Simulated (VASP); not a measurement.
# BaTe (Fm-3m) in VASP: notebook

BaTe is run at these levels: PBE, PBE+D3(BJ), PBEsol; tasks: single point.

All numbers are computed with VASP 6.6.1; they aren't measurements. Logs are shortened: lines on timing, memory, paths and dates and some standing lists are left out, and cuts for length are marked.

## Step 1: The cell of the first run

The structure is cubic, space group Fm-3m (No. 225). The conventional cell has a = 6.820 Å, b = 6.820 Å, c = 6.820 Å, α = 90.00°, β = 90.00°, γ = 90.00°. Within 4.5 Å of Ba (site symmetry m-3m) lie 6 Te at 3.41 Å. Te (site symmetry m-3m) has 6 Ba at 3.41 Å within 4.5 Å.

## Step 2: Single point, PBE

File INCAR:

```
  PREC = Accurate
  ENCUT = 520
  EDIFF = 1E-6
  ISMEAR = 0
  SIGMA = 0.05
  LREAL = False
  LASPH = True
  NELM = 60
  ALGO = Normal
  ISIF = 2
  LWAVE = False
  LCHARG = False
  GGA = PE
  NBANDS = 15
```

File KPOINTS:

```
regular mesh
0
Gamma
  6 6 6
```

File POSCAR:

```
BaTe
1.0
    0.0000000000      3.4099993980      3.4099993980
    3.4099993980      0.0000000000      3.4099993980
    3.4099993980      3.4099993980      0.0000000000
Ba Te
1 1
Direct
    0.5000000000      0.5000000000      0.5000000000
    0.0000000000      0.0000000000      0.0000000000
```

Potentials or basis: VASP PAW PBE potentials, release 64 (Ba_sv, Te).

On the command line:

```
> cat potpaw_PBE.64/Ba_sv/POTCAR potpaw_PBE.64/Te/POTCAR > POTCAR
> mpirun -np 1 vasp_std > vasp.out
```

OUTCAR:

```text
PREC = Accurate
   ENCUT = 520
   EDIFF = 1E-6
   ISMEAR = 0
   LREAL = False
   LASPH = True
   NELM = 60
   ISIF = 2
   GGA = PE

 ion  position               nearest neighbor table
   1  0.500  0.500  0.500-   2 3.41   2 3.41   2 3.41   2 3.41   2 3.41   2 3.41
   2  0.000  0.000  0.000-   1 3.41   1 3.41   1 3.41   1 3.41   1 3.41   1 3.41

  LATTYP: Found a face centered cubic cell.
 ALAT       =     6.8199987960

  Lattice vectors:

 A1 = (   0.0000000000,   3.4099993980,   3.4099993980)
 A2 = (   3.4099993980,   0.0000000000,   3.4099993980)
 A3 = (   3.4099993980,   3.4099993980,   0.0000000000)

Analysis of symmetry for initial positions (statically):
=====================================================================
 Subroutine PRICEL returns:
 Original cell was already a primitive cell.

 Routine SETGRP: Setting up the symmetry group for a
 face centered cubic supercell.

 Subroutine GETGRP returns: Found 48 space group operations
 (whereof 48 operations were pure point group operations)
 out of a pool of 48 trial point group operations.

The static configuration has the point symmetry O_h .

Analysis of symmetry for dynamics (positions and initial velocities):
=====================================================================
 Subroutine PRICEL returns:
 Original cell was already a primitive cell.

 Routine SETGRP: Setting up the symmetry group for a
 face centered cubic supercell.

 Subroutine GETGRP returns: Found 48 space group operations
 (whereof 48 operations were pure point group operations)
 out of a pool of 48 trial point group operations.

The dynamic configuration has the point symmetry O_h .

 Subroutine INISYM returns: Found 48 space group operations
 (whereof 48 operations are pure point group operations),
 and found     1 'primitive' translations

----------------------------------------------------------------------------------------

                                     Primitive cell

  volume of cell :      79.3036

  direct lattice vectors                    reciprocal lattice vectors
     0.000000000  3.409999398  3.409999398    -0.146627592  0.146627592  0.146627592
     3.409999398  0.000000000  3.409999398     0.146627592 -0.146627592  0.146627592
     3.409999398  3.409999398  0.000000000     0.146627592  0.146627592 -0.146627592

  length of vectors
     4.822467396  4.822467396  4.822467396     0.253966439  0.253966439  0.253966439

  position of ions in fractional coordinates (direct lattice)
     0.500000000  0.500000000  0.500000000
     0.000000000  0.000000000  0.000000000

  ion indices of the primitive-cell ions
   primitive index   ion index
                 1           1
                 2           2

[... 75 lines left out ...]
   EMIN   =  10.00;   EMAX   =-10.00  energy-range for DOS
   EFERMI =   0.00;   METHOD = LEGACY
   ISMEAR =     0;   SIGMA  =   0.05  broadening in eV -4-tet -1-fermi 0-gaus
   EFERMI_NEDOS =   21; number of points for ismear=-14 and -15
   IALGO  =     38    algorithm
   IMIX   =      4    mixing-type and parameters
     AMIX     =   0.40;   BMIX     =  1.00
     AMIX_MAG =   1.60;   BMIX_MAG =  1.00
  volume/ion in A,a.u.               =      39.65       267.58
  Fermi-wavevector in a.u.,A,eV,Ry     =   0.960175  1.814468 12.543709  0.921937
  Thomas-Fermi vector in A             =   2.089436
   LORBIT       =      0    0 simple, 1 ext, 2 COOP (PROOUT), +10 PAW based schemes
   GGA     = PE    functional components
   LHFCALC =     F    Hartree Fock is set to
   AEXX    =    0.0000 exact exchange contribution
   IVDW    =     0    specifies the selected vdW correction
   LEPSILON=     F    determine dielectric tensor
   LRPA    =     F    only Hartree local field effects (RPA)
 non-spin polarized calculation
 Gauss-broadening in eV      SIGMA  =   0.05
  energy-cutoff  :      520.00
  volume of cell :       79.30
 maximum number of plane-waves:      2158
   NGX = 17   NGY = 17   NGZ = 17

 number of electron      16.0000000 magnetization

 Free energy of the ion-electron system (eV)
  ---------------------------------------------------
  ext. energy  EPLUGINS =         0.00000000
  ---------------------------------------------------
  free energy    TOTEN  =        -8.51206300 eV

  energy without entropy =       -8.51206300  energy(sigma->0) =       -8.51206300

 E-fermi :   3.0520     XC(G=0):  -8.5640

 val. band max:        2.7966970787   @ k =   0.0000   0.0000   0.0000
 cond. band min:       4.1245919507   @ k =   0.5000   0.5000   0.0000
 fundamental gap:      1.3278948720
 Fermi energy:         3.0519858512

 k-point     1 :       0.0000    0.0000    0.0000
  band No.  band energies     occupation
      1     -24.0341      2.00000
      2      -9.2070      2.00000
      3      -9.2070      2.00000
      4      -9.2070      2.00000
      5      -6.9300      2.00000
      6       2.7967      2.00000
      7       2.7967      2.00000
      8       2.7967      2.00000
      9       5.6586      0.00000
     10       5.6586      0.00000
     11       5.6586      0.00000
     12       6.0241      0.00000
     13       6.3623      0.00000
     14       6.3623      0.00000
[... 257 lines left out ...]
      2      -9.4528      2.00000
      3      -9.4065      2.00000
      4      -9.3660      2.00000
      5      -6.4799      2.00000
      6       1.5913      2.00000
      7       1.7005      2.00000
      8       2.0007      2.00000
      9       5.2789      0.00000
     10       7.4489      0.00000
     11       7.7206      0.00000
     12       8.4072      0.00000
     13       8.8117      0.00000
     14       9.7442      0.00000
     15      11.2606      0.00000

------------------------ aborting loop because EDIFF is reached ----------------------------------------

  FORCE on cell =-STRESS in cart. coord.  units (eV):
  Direction    XX          YY          ZZ          XY          YZ          ZX
  --------------------------------------------------------------------------------------
  -------------------------------------------------------------------------------------
  Total        2.1039164      2.1039164      2.1039164     -0.0000000     -0.0000000      0.0000000
  in kB       42.5056014     42.5056014     42.5056014     -0.0000000     -0.0000000      0.0000000
  external PRESSURE =      42.5056014 kB  Pullay stress =       0.0000000 kB

 VOLUME and BASIS-vectors are now :
 -----------------------------------------------------------------------------
  energy-cutoff  :      520.00
  volume of cell :       79.30
      direct lattice vectors                 reciprocal lattice vectors
     0.000000000  3.409999398  3.409999398    -0.146627592  0.146627592  0.146627592
     3.409999398  0.000000000  3.409999398     0.146627592 -0.146627592  0.146627592
     3.409999398  3.409999398  0.000000000     0.146627592  0.146627592 -0.146627592

 POSITION                                       TOTAL-FORCE (eV/Angst)
 -----------------------------------------------------------------------------------
      3.41000      3.41000      3.41000        -0.000000      0.000000     -0.000000
      0.00000      0.00000      0.00000         0.000000     -0.000000      0.000000
 -----------------------------------------------------------------------------------
    total drift:                                0.000000      0.000000      0.000000

  FREE ENERGIE OF THE ION-ELECTRON SYSTEM (eV)
  ---------------------------------------------------
  free  energy   TOTEN  =        -8.5120629960 eV

  energy  without entropy=       -8.5120629960  energy(sigma->0) =       -8.51206300
```

stdout:

```text
POSCAR found type information on POSCAR BaTe
 POSCAR found :  2 types and       2 ions
 scaLAPACK will be used
 LDA part: xc-table for (Slater+PW92), standard interpolation
 POSCAR, INCAR and KPOINTS ok, starting setup
 FFT: planning ... GRIDC
 FFT: planning ... GRID_SOFT
 FFT: planning ... GRID
 WAVECAR not read
 entering main loop
```

It took 16 s on 1 thread of Intel Xeon 8259CL, shared host; peak memory 0.21 GiB.

What came out:

```yaml
Free_energy: -8.5121 eV
Pressure: 4.3 GPa
Band_gap_on_the_k_mesh: 1.33 eV (least direct gap 1.71 eV)
```

Caveat: the cell stands under pressure; spin-orbit coupling is left out, which moves the levels of the heavy elements. A k mesh can miss the band edges.

## Step 3: Single point, PBE+D3(BJ)

File INCAR:

```
SYSTEM = BaTe
ALGO = Normal
EDIFF = 1E-7
ENCUT = 520
GGA = PE
ISIF = 2
ISMEAR = 0
IVDW = 12
LASPH = .True.
LCHARG = .True.
LELF = .True.
LREAL = .False.
LVHAR = .True.
LWAVE = .False.
NBANDS = 15
NELM = 80
PREC = Accurate
SIGMA = 0.05
```

File KPOINTS:

```
k-points
0
Gamma
  6 6 6
  0 0 0
```

POSCAR is that of step 2.

Potentials or basis: VASP PAW PBE potentials, release 64 (Ba_sv, Te).

On the command line:

```
> cat potpaw_PBE.64/Ba_sv/POTCAR potpaw_PBE.64/Te/POTCAR > POTCAR
> mpirun -np 1 vasp_std > vasp.out
```

OUTCAR:

```text
SYSTEM = BaTe
   EDIFF = 1E-7
   ENCUT = 520
   GGA = PE
   ISIF = 2
   ISMEAR = 0
   IVDW = 12
   LASPH = .True.
   LREAL = .False.
   NELM = 80
   PREC = Accurate
 IVDW          = 12

 ion  position               nearest neighbor table
   1  0.500  0.500  0.500-   2 3.41   2 3.41   2 3.41   2 3.41   2 3.41   2 3.41
   2  0.000  0.000  0.000-   1 3.41   1 3.41   1 3.41   1 3.41   1 3.41   1 3.41

  LATTYP: Found a face centered cubic cell.
 ALAT       =     6.8199987960

  Lattice vectors:

 A1 = (   0.0000000000,   3.4099993980,   3.4099993980)
 A2 = (   3.4099993980,   0.0000000000,   3.4099993980)
 A3 = (   3.4099993980,   3.4099993980,   0.0000000000)

Analysis of symmetry for initial positions (statically):
=====================================================================
 Subroutine PRICEL returns:
 Original cell was already a primitive cell.

 Routine SETGRP: Setting up the symmetry group for a
 face centered cubic supercell.

 Subroutine GETGRP returns: Found 48 space group operations
 (whereof 48 operations were pure point group operations)
 out of a pool of 48 trial point group operations.

The static configuration has the point symmetry O_h .

Analysis of symmetry for dynamics (positions and initial velocities):
[... 167 lines left out ...]
      9       5.6586      0.00000
     10       5.6586      0.00000
     11       5.6586      0.00000
     12       6.0241      0.00000
     13       6.3623      0.00000
     14       6.3623      0.00000
[... 257 lines left out ...]
      2      -9.4528      2.00000
      3      -9.4065      2.00000
      4      -9.3659      2.00000
      5      -6.4800      2.00000
      6       1.5913      2.00000
      7       1.7005      2.00000
      8       2.0007      2.00000
      9       5.2790      0.00000
     10       7.4489      0.00000
     11       7.7206      0.00000
     12       8.4072      0.00000
     13       8.8117      0.00000
     14       9.7442      0.00000
     15      11.2607      0.00000

------------------------ aborting loop because EDIFF is reached ----------------------------------------

 Edisp (eV)   -0.67858

 E8    (eV) :    -0.3500

  FORCE on cell =-STRESS in cart. coord.  units (eV):
  Direction    XX          YY          ZZ          XY          YZ          ZX
  --------------------------------------------------------------------------------------
  -------------------------------------------------------------------------------------
  Total       1.37504     1.37504     1.37504    -0.00000     0.00000    -0.00000
  in kB      27.78012    27.78012    27.78012    -0.00000     0.00000    -0.00000
  external pressure =       27.78 kB  Pullay stress =        0.00 kB

 VOLUME and BASIS-vectors are now :
 -----------------------------------------------------------------------------
  energy-cutoff  :      520.00
  volume of cell :       79.30
      direct lattice vectors                 reciprocal lattice vectors
     0.000000000  3.409999398  3.409999398    -0.146627592  0.146627592  0.146627592
     3.409999398  0.000000000  3.409999398     0.146627592 -0.146627592  0.146627592
     3.409999398  3.409999398  0.000000000     0.146627592  0.146627592 -0.146627592

 POSITION                                       TOTAL-FORCE (eV/Angst)
 -----------------------------------------------------------------------------------
      3.41000      3.41000      3.41000         0.000000      0.000000      0.000000
      0.00000      0.00000      0.00000        -0.000000     -0.000000     -0.000000
 -----------------------------------------------------------------------------------
    total drift:                                0.000000      0.000000      0.000000

  FREE ENERGIE OF THE ION-ELECTRON SYSTEM (eV)
  ---------------------------------------------------
  free  energy   TOTEN  =        -9.1906477930 eV

  energy  without entropy=       -9.1906477930  energy(sigma->0) =       -9.19064779
```

stdout:

```text
POSCAR found type information on POSCAR BaTe
 POSCAR found :  2 types and       2 ions
 scaLAPACK will be used
 LDA part: xc-table for (Slater+PW92), standard interpolation
 POSCAR, INCAR and KPOINTS ok, starting setup
 FFT: planning ... GRIDC
 FFT: planning ... GRID_SOFT
 FFT: planning ... GRID
 WAVECAR not read
 entering main loop
```

Wall time 19 s (1 thread of Intel Xeon 8259CL, shared host); peak memory 0.22 GiB.

Results:

- Free energy: -9.1906 eV
- Pressure: 2.8 GPa
- Band gap on the k mesh: 1.33 eV (least direct gap 1.71 eV)
- Dispersion energy per atom: -0.339 eV

Caveat: spin-orbit coupling is left out, which moves the levels of the heavy elements. A k mesh can miss the band edges.

## Step 4: Single point, PBEsol

File INCAR:

```
PREC = Accurate
ENCUT = 520
EDIFF = 1E-6
ISMEAR = 0
SIGMA = 0.05
LREAL = False
LASPH = True
NELM = 80
ALGO = Normal
ISIF = 2
LWAVE = False
LCHARG = False
GGA = PS
NBANDS = 15
```

File KPOINTS:

```
regular mesh
0
Gamma
  6 6 6
```

POSCAR is that of step 3.

On the command line:

```
> cat potpaw_PBE.64/Ba_sv/POTCAR potpaw_PBE.64/Te/POTCAR > POTCAR
> mpirun -np 1 vasp_std > vasp.out
```

Wall time 17 s (1 thread of Intel Xeon 8259CL, shared host); peak memory 0.21 GiB.

The run converged. Its results:

| Quantity | Value |
| --- | --- |
| Free energy | -9.1540 eV |
| Pressure | 2.4 GPa |
| Band gap on the k mesh | 1.24 eV (least direct gap 1.62 eV) |

Levels at points of the mesh, in eV from the valence-band top:
```tsv
k point	band 6	band 7	band 8	band 9	band 10	band 11
(0.00, 0.00, 0.00)	0.00	0.00	0.00	2.80	2.80	2.80
(0.50, 0.00, 0.00)	-2.51	-1.32	-1.32	4.18	4.88	5.00
(0.50, 0.50, 0.00)	-1.17	-0.38	-0.38	1.24	4.53	4.88
```

Caveat: the PAW data sets were made with another functional, which shifts forces and pressure a little; spin-orbit coupling is left out, which moves the levels of the heavy elements.

## Step 5: Single point, PBE+D3(BJ) (40.27 Å³/atom)

This run uses another cell than the first one, of 40.27 Å³/atom.

File INCAR:

```
SYSTEM = BaTe
PREC     = Accurate       ! precision mode
ENCUT    = 520            ! plane-wave cutoff, eV
EDIFF    = 1E-6           ! SCF threshold, eV
ISMEAR   = 0              ! smearing method
SIGMA    = 0.05           ! smearing width, eV
LREAL    = .False.        ! projectors in reciprocal space
LASPH    = .True.         ! aspherical terms in the spheres
NELM     = 60             ! most SCF steps
ALGO     = Normal         ! electronic algorithm
ISIF     = 2              ! what is computed and relaxed
LWAVE    = .False.        ! write WAVECAR
LCHARG   = .False.        ! write CHGCAR
GGA      = PE             ! functional
IVDW     = 12             ! dispersion correction
NBANDS   = 15             ! bands
```

File KPOINTS:

```
Automatic mesh
0
Gamma
  6 6 6
  0 0 0
```

File POSCAR:

```
BaTe
1.0
    0.0000000000      3.4276438039      3.4276438039
    3.4276438039      0.0000000000      3.4276438039
    3.4276438039      3.4276438039      0.0000000000
Ba Te
1 1
Direct
    0.5000000000      0.5000000000      0.5000000000
    0.0000000000      0.0000000000      0.0000000000
```

On the command line:

```
> cat potpaw_PBE.64/Ba_sv/POTCAR potpaw_PBE.64/Te/POTCAR > POTCAR
> mpirun -np 1 vasp_std > vasp.out
```

It took 18 s on 1 thread of Intel Xeon 8259CL, shared host; peak memory 0.22 GiB.

Results (log left out):

```yaml
Free_energy: -9.2096 eV
Pressure: 2.1 GPa
Band_gap_on_the_k_mesh: 1.37 eV (least direct gap 1.75 eV)
Dispersion_energy_per_atom: -0.334 eV
```

Levels at points of the mesh, in eV from the valence-band top:
| k point | band 5 | band 6 | band 7 | band 8 | band 9 | band 10 | band 11 | band 12 |
| --- | --- | --- | --- | --- | --- | --- | --- | --- |
| (0.00, 0.00, 0.00) | -9.69 | 0.00 | 0.00 | 0.00 | 2.88 | 2.88 | 2.88 | 3.16 |
| (0.50, 0.00, 0.00) | -8.76 | -2.42 | -1.26 | -1.26 | 4.27 | 4.90 | 5.01 | 5.01 |
| (0.50, 0.50, 0.00) | -9.46 | -1.15 | -0.38 | -0.38 | 1.37 | 4.53 | 4.93 | 5.89 |

Caveat: spin-orbit coupling is left out, which moves the levels of the heavy elements.

## Step 6: Single point, PBE+D3(BJ) (40.63 Å³/atom)

This run uses another cell than the first one, of 40.63 Å³/atom.

File INCAR:

```
ALGO = Normal ; EDIFF = 1E-6
ENCUT = 520 ; GGA = PE
ISIF = 2 ; ISMEAR = 0
IVDW = 12 ; LASPH = True
LCHARG = False ; LREAL = False
LWAVE = False ; NBANDS = 15
NELM = 60 ; PREC = Accurate
SIGMA = 0.05
```

File KPOINTS:

```
k-points
0
Gamma
  6 6 6
```

File POSCAR:

```
BaTe
1.0
    0.0000000000      3.4377853899      3.4377853899
    3.4377853899      0.0000000000      3.4377853899
    3.4377853899      3.4377853899      0.0000000000
Ba Te
1 1
Direct
    0.5000000000      0.5000000000      0.5000000000
    0.0000000000      0.0000000000      0.0000000000
```

Potentials or basis: VASP PAW PBE potentials, release 64 (Ba_sv, Te).

On the command line:

```
> cat potpaw_PBE.64/Ba_sv/POTCAR potpaw_PBE.64/Te/POTCAR > POTCAR
> mpirun -np 1 vasp_std > vasp.out
```

It took 21 s on 1 thread of Intel Xeon 8259CL, shared host; peak memory 0.22 GiB.

Results (log left out):

```
Free energy                : -9.2184 eV
Pressure                   : 1.8 GPa
Band gap on the k mesh     : 1.39 eV (least direct gap 1.77 eV)
Dispersion energy per atom : -0.331 eV
```

Levels at points of the mesh, in eV from the valence-band top:
| k point | band 4 | band 5 | band 6 | band 7 | band 8 | band 9 | band 10 | band 11 | band 12 | band 13 |
| --- | --- | --- | --- | --- | --- | --- | --- | --- | --- | --- |
| (0.00, 0.00, 0.00) | -12.05 | -9.67 | 0.00 | 0.00 | 0.00 | 2.89 | 2.89 | 2.89 | 3.13 | 3.56 |
| (0.50, 0.00, 0.00) | -12.07 | -8.77 | -2.39 | -1.24 | -1.24 | 4.26 | 4.88 | 5.00 | 5.00 | 7.08 |
| (0.50, 0.50, 0.00) | -12.16 | -9.44 | -1.15 | -0.38 | -0.38 | 1.39 | 4.51 | 4.89 | 5.84 | 5.92 |

Caveat: spin-orbit coupling is left out, which moves the levels of the heavy elements. A k mesh can miss the band edges.

## Step 7: Summary

```tsv
level	cell	gap on the mesh (eV)	pressure (GPa)
PBE	a = 4.822 Å, angles 60.0°, 2 atoms	1.33	4.3
PBE+D3(BJ)	a = 4.822 Å, angles 60.0°, 2 atoms	1.33	2.8
PBEsol	a = 4.822 Å, angles 60.0°, 2 atoms	1.24	2.4
PBE+D3(BJ)	a = 4.847 Å, angles 60.0°, 2 atoms	1.37	2.1
PBE+D3(BJ)	a = 4.862 Å, angles 60.0°, 2 atoms	1.39	1.8
```

Alike in all rows: task single point; potentials or basis VASP PAW PBE potentials, release 64 (Ba_sv, Te); no spin polarisation; k mesh 6 × 6 × 6; cutoff (eV) 520; smearing gaussian 0.05 eV.

On the cell as given the gap runs from 1.24 eV (PBEsol) to 1.33 eV (PBE). The pressure there spans 2.4 GPa (PBEsol) to 4.3 GPa (PBE); a positive pressure means that this level wants a larger cell, a negative one a smaller.

Caveats: spin-orbit coupling is left out, which moves the levels of the heavy elements; the cell stands under pressure (at least some runs); the PAW data sets were made with another functional, which shifts forces and pressure a little (at least some runs).

Absolute energies hang on the potentials; compare differences alone.
